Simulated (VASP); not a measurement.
A run of VASP 6.6.1 is set up as follows.

INCAR

```
SYSTEM = SnTe
PREC = Accurate
ENCUT = 600
EDIFF = 1E-6
ISMEAR = -1
SIGMA = 0.1
LREAL = .FALSE.
LASPH = .TRUE.
NELM = 100
ALGO = Normal
ISIF = 3
LWAVE = .FALSE.
LCHARG = .FALSE.
GGA = PE
IBRION = 2
NSW = 80
EDIFFG = -0.01
```

The input KPOINTS:

```
regular mesh
0
G
  9 9 9
  0 0 0
```

The input POSCAR:

```
SnTe
1.0
    0.0000000000      3.1508500000      3.1508500000
    3.1508500000      0.0000000000      3.1508500000
    3.1508500000      3.1508500000      0.0000000000
Sn Te
1 1
Direct
    0.0000000000      0.0000000000      0.0000000000
    0.5000000000      0.5000000000      0.5000000000
```

Potentials or basis: VASP PAW PBE potentials, release 64 (Sn_d, Te).

Launch:

```bash
$ cat potpaw_PBE.64/Sn_d/POTCAR potpaw_PBE.64/Te/POTCAR > POTCAR
$ mpirun -np 1 vasp_std > vasp.out
```

Q: Predict the relaxed cell.

A: a = 4.532 Å, b = 4.532 Å, c = 4.532 Å, α = 60.00°, β = 60.00°, γ = 60.00°.

Q: What does it give for the relaxed volume?

A: 32.90 Å³/atom.

Q: What does it give for the space group after relaxing (to 0.05 Å)?

A: Fm-3m (No. 225).

Step by step:
```
step  energy change (eV)  largest force (eV/Å)  pressure (GPa)  volume (Å³)
   1              0.0000                0.0000            2.23        62.56
   2             -0.0205                0.0000           -0.46        66.59
   3             -0.0218                0.0000           -0.02        65.80
```

 PBE usually gives volumes a little too large and moduli too small.
